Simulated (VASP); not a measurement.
Input of a VASP 6.6.1 run:

File INCAR:

```
PREC = Accurate
ENCUT = 520
EDIFF = 1E-6
ISMEAR = 0
SIGMA = 0.01
LREAL = Auto
LASPH = T
NELM = 80
ALGO = Normal
ISIF = 2
LWAVE = F
LCHARG = F
GGA = PE
NELECT = 186.0
NBANDS = 123
```

The input KPOINTS:

```
regular mesh
0
Gamma
  2 2 2
```

The input POSCAR:

```
Si24C23
1.0
   -6.1838730361      0.0000000000     -5.0742922873
    3.0919365181      5.3553911431     -5.0742922873
    3.0919365181     -5.3553911431     -5.0742922873
Si C
24 23
Direct
    0.6775779035      0.3442445702      0.5109112368
    0.3330231089     -0.0003102244      0.1663564422
    0.5018490318      0.1651829129      0.8338050215
    0.0004716882      0.1685156985      0.3318495796
    0.4985162463      0.6671383548      0.3351823651
    0.1655490773      0.3342482410      0.0000923522
    0.8339132959     -0.0008582159      0.6678604891
    0.6675815743      0.8334256855     -0.0011175894
    0.3324751175      0.5011938224      0.6672466292
    0.1667590188      0.8322157439      0.5009149077
    0.8345271557      0.5005799625      0.1658084508
    0.0005287921      0.6671954588      0.8338621254
    0.3228513371      0.1642008228      0.5060719758
   -0.0001010198      0.8321660488      0.1662499138
    0.1654993822     -0.0004167528      0.8332323135
    0.6727386424     -0.0104819962      0.3308674895
    0.1653227935      0.5005008806      0.3324538873
    0.8338342140      0.1657872206     -0.0013438731
    0.4991205540      0.8319894602      0.6671675473
    0.3329165805      0.6665656469     -0.0011672845
    0.0008327019      0.3334437957      0.6681458292
    0.8348124959      0.6674993685      0.5001104623
    0.4975341562      0.3394053091      0.1561846704
    0.6667771290      0.5014791625      0.8341660352
    0.2085176815      0.8751843481      0.0418510148
    0.3769767217      0.0417574573      0.7074148974
    0.8740815641      0.0436433883      0.2084241240
    0.3750907907      0.5407482307      0.2103100550
    0.0418056078      0.2077661182      0.8746495273
    0.7064882127      0.8765759012      0.5420317771
    0.5410994515      0.7079828607      0.8751389411
    0.2099092346      0.3753651104      0.5398215460
    0.0413161940      0.7084722744      0.3744327849
    0.7086984437      0.3731548793      0.0432425679
    0.8747786375      0.5414453042      0.7081119708
    0.5397483209      0.3736719803      0.7080911431
    0.2089627403      0.0417401383      0.3744383310
    0.3750734716      0.2077716643      0.0422960736
    0.8747578098      0.2064149875      0.5403386470
    0.3743729944      0.7078443496      0.5418379023
    0.0411776829      0.3751712356      0.2077063277
    0.7085045690      0.0410396610      0.8745110162
    0.5411049977      0.8756294069      0.2084068049
    0.2080756639      0.5411400754      0.8748756082
    0.0415422748      0.8747423306      0.7078067421
    0.7070053136      0.5414244765      0.3730816542
    0.8744734087      0.7082089415      0.0414089972
```

Potentials or basis: VASP PAW PBE potentials, release 64 (Si, C).

Command:

```console
$ cat potpaw_PBE.64/Si/POTCAR potpaw_PBE.64/C/POTCAR > POTCAR
$ mpirun -np 1 vasp_std > vasp.out
```

(1) Estimate the largest force.

Answers

(1) 0.017 eV/Å.

Caveat: the cell carries a net charge on a neutralising background, which shifts energy and pressure.
